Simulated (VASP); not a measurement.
# WC (Fm-3m) in VASP: a series of runs

Aim: see how the results for WC move with the level of theory and the settings. Levels: PBEsol, LDA. Tasks: single point.

Program: VASP 6.6.1. These are calculated values, not measurements. Logs are shortened: lines on timing, memory, paths and dates and some standing lists are left out, and cuts for length are marked.

## Step 1: The cell of the first run

It takes space group Fm-3m (No. 225, cubic). The conventional cell has a = 4.385 Å, b = 4.385 Å, c = 4.385 Å, α = 90.00°, β = 90.00°, γ = 90.00°. Within 2.9 Å of W (site symmetry m-3m) lie 6 C at 2.19 Å. Within 2.9 Å of C (site symmetry m-3m) lie 6 W at 2.19 Å.

## Step 2: Single point, PBEsol

Input file INCAR:

```
SYSTEM = WC
ALGO     = Normal         ! electronic algorithm
EDIFF    = 1E-6           ! SCF threshold, eV
ENCUT    = 520            ! plane-wave cutoff, eV
GGA      = PS             ! functional
ISIF     = 2              ! what is computed and relaxed
ISMEAR   = -1             ! smearing method
LASPH    = .TRUE.         ! aspherical terms in the spheres
LCHARG   = .TRUE.         ! write CHGCAR
LELF     = .TRUE.         ! ELF
LREAL    = .FALSE.        ! projectors in reciprocal space
LVHAR    = .TRUE.       
LWAVE    = .FALSE.        ! write WAVECAR
NBANDS   = 16             ! bands
NELM     = 100            ! most SCF steps
PREC     = Accurate       ! precision mode
SIGMA    = 0.05           ! smearing width, eV
```

Input file KPOINTS:

```
k-points
0
G
  10 10 10
  0 0 0
```

Input file POSCAR:

```
WC
1.0
    0.0000000000      2.1926840000      2.1926840000
    2.1926840000      0.0000000000      2.1926840000
    2.1926840000      2.1926840000      0.0000000000
W C
1 1
Direct
    0.0000000000      0.0000000000      0.0000000000
    0.5000000000      0.5000000000      0.5000000000
```

Potentials or basis: VASP PAW PBE potentials, release 64 (W_sv, C).

On the command line:

```sh
> cat potpaw_PBE.64/W_sv/POTCAR potpaw_PBE.64/C/POTCAR > POTCAR
> mpirun -np 1 vasp_std > vasp.out
```

OUTCAR:

```text
SYSTEM = WC
   EDIFF = 1E-6
   ENCUT = 520
   GGA = PS
   ISIF = 2
   ISMEAR = -1
   LASPH = .TRUE.
   LREAL = .FALSE.
   NELM = 100
   PREC = Accurate

 ion  position               nearest neighbor table
   1  0.000  0.000  0.000-   2 2.19   2 2.19   2 2.19   2 2.19   2 2.19   2 2.19
   2  0.500  0.500  0.500-   1 2.19   1 2.19   1 2.19   1 2.19   1 2.19   1 2.19

  LATTYP: Found a face centered cubic cell.
 ALAT       =     4.3853680000

  Lattice vectors:

 A1 = (   0.0000000000,   2.1926840000,   2.1926840000)
 A2 = (   2.1926840000,   0.0000000000,   2.1926840000)
 A3 = (   2.1926840000,   2.1926840000,   0.0000000000)

Analysis of symmetry for initial positions (statically):
=====================================================================
 Subroutine PRICEL returns:
 Original cell was already a primitive cell.

 Routine SETGRP: Setting up the symmetry group for a
 face centered cubic supercell.

 Subroutine GETGRP returns: Found 48 space group operations
 (whereof 48 operations were pure point group operations)
 out of a pool of 48 trial point group operations.

The static configuration has the point symmetry O_h .

Analysis of symmetry for dynamics (positions and initial velocities):
=====================================================================
 Subroutine PRICEL returns:
 Original cell was already a primitive cell.

 Routine SETGRP: Setting up the symmetry group for a
 face centered cubic supercell.

 Subroutine GETGRP returns: Found 48 space group operations
 (whereof 48 operations were pure point group operations)
 out of a pool of 48 trial point group operations.

The dynamic configuration has the point symmetry O_h .

 Subroutine INISYM returns: Found 48 space group operations
 (whereof 48 operations are pure point group operations),
 and found     1 'primitive' translations

----------------------------------------------------------------------------------------

                                     Primitive cell

  volume of cell :      21.0842

  direct lattice vectors                    reciprocal lattice vectors
     0.000000000  2.192684000  2.192684000    -0.228031034  0.228031034  0.228031034
     2.192684000  0.000000000  2.192684000     0.228031034 -0.228031034  0.228031034
     2.192684000  2.192684000  0.000000000     0.228031034  0.228031034 -0.228031034

  length of vectors
     3.100923451  3.100923451  3.100923451     0.394961337  0.394961337  0.394961337

  position of ions in fractional coordinates (direct lattice)
     0.000000000  0.000000000  0.000000000
     0.500000000  0.500000000  0.500000000

  ion indices of the primitive-cell ions
   primitive index   ion index
                 1           1
                 2           2

----------------------------------------------------------------------------------------

 KPOINTS: k-points

Automatic generation of k-mesh.
 Grid dimensions read from file:
 generate k-points for:   10   10   10

 Generating k-lattice:

  Cartesian coordinates                     Fractional coordinates (reciprocal lattice)
    -0.022803103  0.022803103  0.022803103     0.100000000  0.000000000  0.000000000
     0.022803103 -0.022803103  0.022803103     0.000000000  0.100000000  0.000000000
     0.022803103  0.022803103 -0.022803103     0.000000000  0.000000000  0.100000000

  Length of vectors
     0.039496134  0.039496134  0.039496134

  Shift w.r.t. Gamma in fractional coordinates (k-lattice)
     0.000000000  0.000000000  0.000000000

 Subroutine IBZKPT returns following result:
 ===========================================

 Found     47 irreducible k-points:

 Following reciprocal coordinates:
            Coordinates               Weight
  0.000000  0.000000  0.000000      1.000000
  0.100000  0.000000  0.000000      8.000000
  0.200000  0.000000  0.000000      8.000000
  0.300000  0.000000  0.000000      8.000000
  0.400000  0.000000  0.000000      8.000000
  0.500000  0.000000  0.000000      4.000000
[... 16 lines left out ...]
  0.300000  0.300000  0.000000      6.000000
  0.400000  0.300000  0.000000     24.000000
 [... further k-points ...]
   k-points           NKPTS =     47   k-points in BZ     NKDIM =     47   number of bands    NBANDS=     16
   number of dos      NEDOS =    301   number of ions     NIONS =      2
   total plane-waves  NPLWV =  13824
   dimension x,y,z NGX =    24 NGY =   24 NGZ =   24
   dimension x,y,z NGXF=    48 NGYF=   48 NGZF=   48
   ions per type =               1   1
   NGX,Y,Z   is equivalent  to a cutoff of  12.87, 12.87, 12.87 a.u.
   NGXF,Y,Z  is equivalent  to a cutoff of  25.73, 25.73, 25.73 a.u.
 SYSTEM =  WC
   PREC   = accura    normal or accurate (medium, high low for compatibility)
   ISTART =      0    job   : 0-new  1-cont  2-samecut
   ICHARG =      2    charge: 1-file 2-atom 10-const
   ISPIN  =      1    spin polarized calculation?
   LNONCOLLINEAR =      F non collinear calculations
   LSORBIT =      F    spin-orbit coupling
   LASPH  =      T    aspherical Exc in radial PAW
   ENCUT  =  520.0 eV  38.22 Ry    6.18 a.u.   5.77  5.77  5.77*2*pi/ulx,y,z
   NELM   =    100;   NELMIN=  2; NELMDL= -5     # of ELM steps
   EDIFF  = 0.1E-05   stopping-criterion for ELM
   LREAL  =      F    real-space projection
   EDIFFG = 0.1E-04   stopping-criterion for IOM
   NSW    =      0    number of steps for IOM
   IBRION =     -1    ionic relax: 0-MD 1-quasi-New 2-CG
   NFREE  =      0    steps in history (QN), initial steepest desc. (CG)
   ISIF   =      2    stress and relaxation
   ISYM   =      2    0-nonsym 1-usesym 2-fastsym
   POTIM  = 0.5000    time-step for ionic-motion
   TEBEG  =    0.0;   TEEND  =   0.0 temperature during run
   PSTRESS=    0.0 pullay stress
   NELECT =      18.0000    total number of electrons
   NUPDOWN=      -1.0000    fix difference up-down
   EMIN   =  10.00;   EMAX   =-10.00  energy-range for DOS
   EFERMI =   0.00;   METHOD = LEGACY
   ISMEAR =    -1;   SIGMA  =   0.05  broadening in eV -4-tet -1-fermi 0-gaus
   EFERMI_NEDOS =   21; number of points for ismear=-14 and -15
   IALGO  =     38    algorithm
   IMIX   =      4    mixing-type and parameters
     AMIX     =   0.40;   BMIX     =  1.00
     AMIX_MAG =   1.60;   BMIX_MAG =  1.00
  volume/ion in A,a.u.               =      10.54        71.14
  Fermi-wavevector in a.u.,A,eV,Ry     =   1.553029  2.934800 32.815887  2.411900
  Thomas-Fermi vector in A             =   2.657319
   LORBIT       =      0    0 simple, 1 ext, 2 COOP (PROOUT), +10 PAW based schemes
   GGA     = PS    functional components
   LHFCALC =     F    Hartree Fock is set to
   AEXX    =    0.0000 exact exchange contribution
   IVDW    =     0    specifies the selected vdW correction
   LEPSILON=     F    determine dielectric tensor
   LRPA    =     F    only Hartree local field effects (RPA)
 non-spin polarized calculation
  energy-cutoff  :      520.00
  volume of cell :       21.08
 maximum number of plane-waves:       588
   NGX = 11   NGY = 11   NGZ = 11

 number of electron      18.0000001 magnetization

 Free energy of the ion-electron system (eV)
  ---------------------------------------------------
  ext. energy  EPLUGINS =         0.00000000
  ---------------------------------------------------
  free energy    TOTEN  =       -22.99996139 eV

  energy without entropy =      -22.99357279  energy(sigma->0) =      -22.99676709

 E-fermi :  12.3018     XC(G=0): -13.8417

 val. band max:       12.1988614895   @ k =   0.3000   0.2000   0.1000
 cond. band min:      12.3527809285   @ k =  -0.3000   0.3000   0.1000
 fundamental gap:      0.1539194390
 Fermi energy:        12.3018359927

 k-point     1 :       0.0000    0.0000    0.0000
  band No.  band energies     occupation
      1     -63.1158      2.00000
      2     -27.1127      2.00000
      3     -27.1127      2.00000
      4     -27.1127      2.00000
      5      -3.5283      2.00000
      6       9.4926      2.00000
[... 8 lines left out ...]
     15      21.8788      0.00000
     16      35.4866      0.00000

 k-point     2 :       0.1000    0.0000    0.0000
  band No.  band energies     occupation
      1     -63.1123      2.00000
      2     -27.1716      2.00000
      3     -27.1191      2.00000
      4     -27.1191      2.00000
      5      -3.2480      2.00000
      6       8.5889      2.00000
[... 8 lines left out ...]
     15      22.5273      0.00000
     16      32.8543      0.00000

 k-point     3 :       0.2000    0.0000    0.0000
  band No.  band energies     occupation
      1     -63.1031      2.00000
      2     -27.3228      2.00000
      3     -27.1355      2.00000
      4     -27.1355      2.00000
      5      -2.4554      2.00000
      6       6.9290      2.00000
[... 8 lines left out ...]
     15      23.9515      0.00000
     16      29.9432      0.00000

 k-point     4 :       0.3000    0.0000    0.0000
  band No.  band energies     occupation
      1     -63.0917      2.00000
      2     -27.5048      2.00000
      3     -27.1558      2.00000
      4     -27.1558      2.00000
      5      -1.2806      2.00000
      6       5.1824      2.00000
[... 8 lines left out ...]
     15      24.7541      0.00000
     16      27.7351      0.00000
[... 324 lines left out ...]
 k-point    22 :      -0.2000    0.2000    0.0000
  band No.  band energies     occupation
      1     -63.0876      2.00000
      2     -27.4725      2.00000
      3     -27.2726      2.00000
      4     -27.1501      2.00000
      5      -1.0300      2.00000
      6       4.9457      2.00000
[... 8 lines left out ...]
     15      24.9705      0.00000
     16      25.5842      0.00000

 k-point    23 :       0.3000    0.3000    0.0000
  band No.  band energies     occupation
      1     -63.0835      2.00000
      2     -27.4699      2.00000
      3     -27.2507      2.00000
      4     -27.2507      2.00000
      5      -1.3821      2.00000
      6       5.0653      2.00000
[... 8 lines left out ...]
     15      24.7556      0.00000
     16      27.7111      0.00000

 k-point    24 :       0.4000    0.3000    0.0000
  band No.  band energies     occupation
      1     -63.0761      2.00000
      2     -27.5463      2.00000
      3     -27.2909      2.00000
      4     -27.2731      2.00000
      5      -1.0586      2.00000
      6       5.1891      2.00000
[... 8 lines left out ...]
     15      23.9708      0.00000
     16      27.6378      0.00000

 [... further k-points ...]

------------------------ aborting loop because EDIFF is reached ----------------------------------------

  FORCE on cell =-STRESS in cart. coord.  units (eV):
  Direction    XX          YY          ZZ          XY          YZ          ZX
  --------------------------------------------------------------------------------------
  -------------------------------------------------------------------------------------
  Total       -1.2182088     -1.2182088     -1.2182088     -0.0000000     -0.0000000     -0.0000000
  in kB      -92.5708302    -92.5708302    -92.5708302     -0.0000000     -0.0000000     -0.0000000
  external PRESSURE =     -92.5708302 kB  Pullay stress =       0.0000000 kB

 VOLUME and BASIS-vectors are now :
 -----------------------------------------------------------------------------
  energy-cutoff  :      520.00
  volume of cell :       21.08
      direct lattice vectors                 reciprocal lattice vectors
     0.000000000  2.192684000  2.192684000    -0.228031034  0.228031034  0.228031034
     2.192684000  0.000000000  2.192684000     0.228031034 -0.228031034  0.228031034
     2.192684000  2.192684000  0.000000000     0.228031034  0.228031034 -0.228031034

 POSITION                                       TOTAL-FORCE (eV/Angst)
 -----------------------------------------------------------------------------------
      0.00000      0.00000      0.00000         0.000000      0.000000      0.000000
      2.19268      2.19268      2.19268        -0.000000     -0.000000     -0.000000
 -----------------------------------------------------------------------------------
    total drift:                                0.000000     -0.000000     -0.000000

  FREE ENERGIE OF THE ION-ELECTRON SYSTEM (eV)
  ---------------------------------------------------
  free  energy   TOTEN  =       -22.9999613949 eV

  energy  without entropy=      -22.9935727944  energy(sigma->0) =      -22.99676709
```

Run time: 5.3 s. Hardware: 1 thread of Intel Xeon 6975P-C (Granite Rapids), shared host; peak memory 0.15 GiB.

Results:

```
Free energy            : -23.0000 eV
Pressure               : -9.3 GPa
Band gap on the k mesh : zero (band 9 reaches 13.30 eV, above the bottom of band 10 at 10.11 eV)
```

Caveat: the PAW data sets were made with another functional, which shifts forces and pressure a little; spin-orbit coupling is left out, which moves the levels of the heavy elements.

## Step 3: Single point, PBEsol

Input file INCAR:

```
PREC = Accurate
ENCUT = 520
EDIFF = 1E-7
ISMEAR = -1
SIGMA = 0.05
LREAL = F
LASPH = T
NELM = 100
ALGO = Normal
ISIF = 2
LWAVE = F
LCHARG = F
GGA = PS
NBANDS = 16
```

Input file KPOINTS:

```
regular mesh
0
Gamma
  10 10 10
```

POSCAR is that of step 2.

Potentials or basis: VASP PAW PBE potentials, release 64 (W_sv, C).

On the command line:

```sh
> cat potpaw_PBE.64/W_sv/POTCAR potpaw_PBE.64/C/POTCAR > POTCAR
> mpirun -np 1 vasp_std > vasp.out
```

OUTCAR:

```text
PREC = Accurate
   ENCUT = 520
   EDIFF = 1E-7
   ISMEAR = -1
   LREAL = F
   LASPH = T
   NELM = 100
   ISIF = 2
   GGA = PS

 ion  position               nearest neighbor table
   1  0.000  0.000  0.000-   2 2.19   2 2.19   2 2.19   2 2.19   2 2.19   2 2.19
   2  0.500  0.500  0.500-   1 2.19   1 2.19   1 2.19   1 2.19   1 2.19   1 2.19

  LATTYP: Found a face centered cubic cell.
 ALAT       =     4.3853680000

  Lattice vectors:

 A1 = (   0.0000000000,   2.1926840000,   2.1926840000)
[... 190 lines left out ...]
      6       9.4925      2.00000
[... 433 lines left out ...]
      3     -27.2910      2.00000
      4     -27.2731      2.00000
      5      -1.0586      2.00000
      6       5.1891      2.00000
[... 8 lines left out ...]
     15      23.9708      0.00000
     16      27.6378      0.00000

 [... further k-points ...]
[... 5 lines left out ...]
  --------------------------------------------------------------------------------------
  -------------------------------------------------------------------------------------
  Total       -1.2175759     -1.2175759     -1.2175759     -0.0000000     -0.0000000      0.0000000
  in kB      -92.5227420    -92.5227420    -92.5227420     -0.0000000     -0.0000000      0.0000000
  external PRESSURE =     -92.5227420 kB  Pullay stress =       0.0000000 kB

 VOLUME and BASIS-vectors are now :
 -----------------------------------------------------------------------------
  energy-cutoff  :      520.00
  volume of cell :       21.08
      direct lattice vectors                 reciprocal lattice vectors
     0.000000000  2.192684000  2.192684000    -0.228031034  0.228031034  0.228031034
     2.192684000  0.000000000  2.192684000     0.228031034 -0.228031034  0.228031034
     2.192684000  2.192684000  0.000000000     0.228031034  0.228031034 -0.228031034

 POSITION                                       TOTAL-FORCE (eV/Angst)
 -----------------------------------------------------------------------------------
      0.00000      0.00000      0.00000         0.000000     -0.000000      0.000000
      2.19268      2.19268      2.19268        -0.000000      0.000000     -0.000000
 -----------------------------------------------------------------------------------
    total drift:                                0.000000     -0.000000     -0.000000

  FREE ENERGIE OF THE ION-ELECTRON SYSTEM (eV)
  ---------------------------------------------------
  free  energy   TOTEN  =       -22.9999614137 eV

  energy  without entropy=      -22.9935729271  energy(sigma->0) =      -22.99676717
```

OSZICAR:

```text
N       E                     dE             d eps       ncg     rms          rms(c)
DAV:   1     0.111159464980E+03    0.11116E+03   -0.92540E+03  1504   0.124E+03
DAV:   2    -0.228545462591E+02   -0.13401E+03   -0.12918E+03  1808   0.340E+02
DAV:   3    -0.262742273152E+02   -0.34197E+01   -0.33958E+01  1680   0.507E+01
DAV:   4    -0.262920844749E+02   -0.17857E-01   -0.17856E-01  1896   0.413E+00
DAV:   5    -0.262922093022E+02   -0.12483E-03   -0.12483E-03  1696   0.334E-01    0.312E+01
DAV:   6    -0.231200195239E+02    0.31722E+01   -0.79965E+00  1848   0.268E+01    0.815E+00
DAV:   7    -0.230336564799E+02    0.86363E-01   -0.46669E-01  1528   0.538E+00    0.643E+00
DAV:   8    -0.230017924075E+02    0.31864E-01   -0.83880E-02  1680   0.232E+00    0.129E+00
DAV:   9    -0.230000838576E+02    0.17085E-02   -0.34088E-03  1616   0.497E-01    0.115E-01
DAV:  10    -0.229999611607E+02    0.12270E-03   -0.35991E-04  1800   0.216E-01    0.561E-02
DAV:  11    -0.229999619505E+02   -0.78980E-06   -0.14313E-05  1728   0.357E-02    0.125E-02
DAV:  12    -0.229999613997E+02    0.55083E-06   -0.11254E-06  1680   0.107E-02    0.125E-03
DAV:  13    -0.229999614137E+02   -0.14001E-07   -0.25932E-08  1096   0.146E-03
   1 F= -.22999961E+02 E0= -.22996767E+02  d E =-.638849E-02
```

stdout:

```text
POSCAR found type information on POSCAR W C
 POSCAR found :  2 types and       2 ions
 scaLAPACK will be used
 -----------------------------------------------------------------------------
|                                                                             |
|                                                                             |
|     You enforced a specific xc type in the INCAR file but a different       |
|     I HOPE YOU KNOW WHAT YOU ARE DOING!                                     |
|                                                                             |
 -----------------------------------------------------------------------------

 LDA part: xc-table for (Slater+PW92), standard interpolation
 POSCAR, INCAR and KPOINTS ok, starting setup
 FFT: planning ... GRIDC
 FFT: planning ... GRID_SOFT
 FFT: planning ... GRID
 WAVECAR not read
 entering main loop
```

Wall time 7.8 s (1 thread of AMD EPYC 9R45 (Zen 5), shared host); peak memory 0.12 GiB.

Results:

```yaml
Free_energy: -23.0000 eV
Pressure: -9.3 GPa
Band_gap_on_the_k_mesh: zero (band 9 reaches 13.30 eV, above the bottom of band 10 at 10.11 eV)
```

Caveat: the PAW data sets were made with another functional, which shifts forces and pressure a little; spin-orbit coupling is left out, which moves the levels of the heavy elements.

[end of part 1 of 2]
